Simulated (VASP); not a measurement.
Write the native input for VASP 6.6.1 that does the following.

| Item | Value |
| --- | --- |
| Task | single point |
| Functional | PBE-based screened hybrid |
| Potentials or basis | VASP PAW PBE potentials, release 64 (Hf_pv) |
| Cutoff | 520 eV |
| k mesh | 5 × 5 × 5 |
| Occupations | fermi-dirac, width 0.05 eV |
| Spin | no spin polarisation |
| Dipole correction | no |
| Grid for exact exchange (PRECFOCK) | Normal |
| Share of exact exchange | 0.25 |
| Further INCAR settings | ALGO = Normal; EDIFF = 1e-06; NBANDS = 11 |
| Screening parameter | 0.3 1/Å |

The system is Hf.

```
Hf
1.0
     0.00000    2.24827    2.24827
     2.24827    0.00000    2.24827
     2.24827    2.24827    0.00000
Hf
1
Direct
  0.00000 0.00000 0.00000
```

The input as run:

POSCAR

```
Hf
1.0
    0.0000000000      2.2482658863      2.2482658863
    2.2482658863      0.0000000000      2.2482658863
    2.2482658863      2.2482658863      0.0000000000
Hf
1
Direct
    0.0000000000      0.0000000000      0.0000000000
```

INCAR.step1

```
PREC = Accurate
ENCUT = 520
EDIFF = 1E-5
ISMEAR = -1
SIGMA = 0.05
LREAL = F
LASPH = T
NELM = 80
ALGO = Normal
ISIF = 2
LWAVE = T
LCHARG = F
GGA = PE
NBANDS = 11
```

INCAR.step2

```
PREC = Accurate
ENCUT = 520
EDIFF = 1E-6
ISMEAR = -1
SIGMA = 0.05
LREAL = F
LASPH = T
NELM = 80
ALGO = Normal
ISIF = 2
LWAVE = F
LCHARG = F
GGA = PE
LHFCALC = T
AEXX = 0.25
HFSCREEN = 0.3
PRECFOCK = Normal
ISTART = 1
NBANDS = 11
```

KPOINTS

```
regular mesh
0
Gamma
  5 5 5
```

Potentials or basis: VASP PAW PBE potentials, release 64 (Hf_pv).

Command:

```bash
$ cat potpaw_PBE.64/Hf_pv/POTCAR > POTCAR
$ cp INCAR.step1 INCAR
$ mpirun -np 1 vasp_std > vasp.out
$ cp INCAR.step2 INCAR
$ mpirun -np 1 vasp_std > vasp.out
```

It gave:

```yaml
Pressure: -1.9 GPa
Band_gap_on_the_k_mesh: zero (band 5 reaches 6.37 eV, above the bottom of band 6 at 4.17 eV)
```

Caveat: the k points lie up to 0.48 Å⁻¹ apart; the PAW data sets were made with another functional, which shifts forces and pressure a little; spin-orbit coupling is left out, which moves the levels of the heavy elements.

It took 86 s on 1 thread of Intel(R) Xeon(R) 6975P-C (Granite Rapids), with other jobs on the host, peak memory 0.24 GiB.
